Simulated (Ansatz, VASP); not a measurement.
## CdTe in VASP and in Ansatz

```xyz
2
Lattice="0.0000 3.1189 3.1189 3.1189 0.0000 3.1189 3.1189 3.1189 0.0000" Properties=species:S:1:pos:R:3 pbc="T T T"
Cd    0.0000    0.0000    0.0000
Te    1.5595    1.5595    1.5595
```

Change from the starting cell: volume scaled by 0.98, ions relaxed.

Alike in both runs: functional PBE; k mesh 12 × 12 × 12; occupations fermi-dirac, width 0.02 eV; no spin polarisation.

Ansatz relaxed the structure, and its values are those at the end. VASP's run is a single point on that final structure, the one shown.

```csv
,VASP,Ansatz
version,VASP 6.6.1,Ansatz 0.2.0
potentials or method,"VASP PAW PBE potentials, release 64 (Cd, Te)","plane-wave PAW, scalar-relativistic"
plane-wave cutoff (eV),520,420
valence electrons in the cell,18,36
```

|  | VASP | Ansatz | Ansatz less VASP |
| --- | --- | --- | --- |
| gap on the k mesh at the Fermi level (eV) | 1.13 | 1.13 | -0.005 |
| pressure (GPa) | 9.7 | 9.5 | -0.22 |

The functional is the same, so the differences come from potentials, cutoffs and numerics. VASP's potentials hold 18 valence electrons a cell and Ansatz's 36, so a difference there can come from the potentials and not from the codes. Ansatz's warnings: stress scf threshold loose.

Neither program's run includes spin-orbit coupling.
